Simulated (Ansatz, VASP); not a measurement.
**One calculation of GaCuC4N4, two programs**

Contents of INCAR:

```
SYSTEM = GaCuC4N4
ALGO = Normal
EDIFF = 1E-6
EDIFFG = -0.01
ENCUT = 600
GGA = PE
IBRION = 2
ISIF = 3
ISMEAR = 0
LASPH = .TRUE.
LCHARG = .FALSE.
LREAL = .FALSE.
LWAVE = .FALSE.
NELM = 60
NSW = 100
PREC = Accurate
SIGMA = 0.02
```

File KPOINTS:

```
k-points
0
G
  4 4 4
  0 0 0
```

File POSCAR:

```
GaCuC4N4
1.0
    5.7554591653      0.0000000000      0.0000000000
    0.0000000000      5.7554591653      0.0000000000
    0.0000000000      0.0000000000      5.7554591653
Ga Cu C N
1 1 4 4
Direct
    0.5000000000      0.5000000000      0.5000000000
    0.0000000000      0.0000000000      0.0000000000
    0.1932014127      0.1932014127      0.1932014127
    0.1932014127      0.8067985873      0.8067985873
    0.8067985873      0.1932014127      0.8067985873
    0.8067985873      0.8067985873      0.1932014127
    0.3109042684      0.3109042684      0.3109042684
    0.3109042684      0.6890957316      0.6890957316
    0.6890957316      0.3109042684      0.6890957316
    0.6890957316      0.6890957316      0.3109042684
```

Input for Ansatz:

```yaml
crystal:
  lattice:
    - [5.7554591653, 0.0, 0.0]
    - [0.0, 5.7554591653, 0.0]
    - [0.0, 0.0, 5.7554591653]
  atoms:
    - { symbol: Ga, position: [0.5, 0.5, 0.5] }
    - { symbol: Cu, position: [0.0, 0.0, 0.0] }
    - { symbol: C, position: [0.1932014127, 0.1932014127, 0.1932014127] }
    - { symbol: C, position: [0.1932014127, 0.8067985873, 0.8067985873] }
    - { symbol: C, position: [0.8067985873, 0.1932014127, 0.8067985873] }
    - { symbol: C, position: [0.8067985873, 0.8067985873, 0.1932014127] }
    - { symbol: "N", position: [0.3109042684, 0.3109042684, 0.3109042684] }
    - { symbol: "N", position: [0.3109042684, 0.6890957316, 0.6890957316] }
    - { symbol: "N", position: [0.6890957316, 0.3109042684, 0.6890957316] }
    - { symbol: "N", position: [0.6890957316, 0.6890957316, 0.3109042684] }
basis:
  ecutwfc: 420
kpoints:
  mp_grid: { grid: [4, 4, 4] }
hamiltonian:
  xc: pbe
scf:
  occupations: { method: gaussian, width: 0.02 }
output:
  forces: true
  stress: true
  eigenvalues: true
  write_density: true
  write_potential: true
  elf: true
  volumetric_format: npy
relax:
  adjacent_minimum: "off"
  f_tol: 0.01
  max_steps: 80
  cell: { stress_tol: 0.05 }
```

Alike in both runs: task relaxation of cell and atoms; functional PBE; k mesh 4 × 4 × 4; occupations gaussian, width 0.02 eV; no spin polarisation.

|  | VASP | Ansatz |
| --- | --- | --- |
| version | VASP 6.6.1 | Ansatz 0.2.0 |
| potentials or method | VASP PAW PBE potentials, release 64 (Ga_d, Cu, C, N), cutoff 600 eV | scalar-relativistic, plane waves, PAW |
| valence electrons in the cell | 60 | 68 |

Ansatz gave:

* gap on the k mesh at the Fermi level, each at its own relaxed structure (eV): 4.02
* relaxed volume (Å³/atom): 19.02
* relaxed length of the cell vector where the two differ most in proportion (Å): 5.751

Question: What did VASP give for the same quantities?

Answer: gap on the k mesh at the Fermi level, each at its own relaxed structure (eV): 4.02; relaxed volume (Å³/atom): 19.04; relaxed length of the cell vector where the two differ most in proportion (Å): 5.753.

VASP's potentials hold 60 valence electrons a cell and Ansatz's 68, so a difference there can come from the potentials and not from the codes.

Noted on VASP's run: the standard files for N, O and F lose accuracy on very short bonds.
